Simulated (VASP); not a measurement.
Here is a VASP 6.6.1 calculation.

The input INCAR:

```
SYSTEM = TaN
ALGO = Normal
EDIFF = 1E-8
ENCUT = 520
GGA = PS
IBRION = 8
ISIF = 2
ISMEAR = -1
LASPH = .TRUE.
LCHARG = .FALSE.
LREAL = .FALSE.
LWAVE = .FALSE.
NBANDS = 15
NELM = 80
NSW = 1
PREC = Accurate
SIGMA = 0.05
```

File KPOINTS:

```
k-points
0
G
  10 10 8
  0 0 0
```

Contents of POSCAR:

```
TaN
1.0
    2.9380000000      0.0000000000      0.0000000000
   -1.4690000000      2.5443826363      0.0000000000
    0.0000000000      0.0000000000      2.8830000000
Ta N
1 1
Direct
    0.0000000000      0.0000000000      0.5000000000
    0.6666666667      0.3333333333      0.0000000000
```

Potentials or basis: VASP PAW PBE potentials, release 64 (Ta_pv, N).

The run is started by

```bash
$ cat potpaw_PBE.64/Ta_pv/POTCAR potpaw_PBE.64/N/POTCAR > POTCAR
$ mpirun -np 1 vasp_std > vasp.out
```

Task: Predict the highest phonon frequency at Γ, LO-TO splitting left out.

Result: 538 cm⁻¹.

Phonon frequencies in cm⁻¹ (negative: imaginary):
| q point | frequencies |
| --- | --- |
| (0.000, 0.000, 0.000) | 0 0 0 523 523 538 |

Caveat: the cell wasn't relaxed at this level first, which shifts response properties.
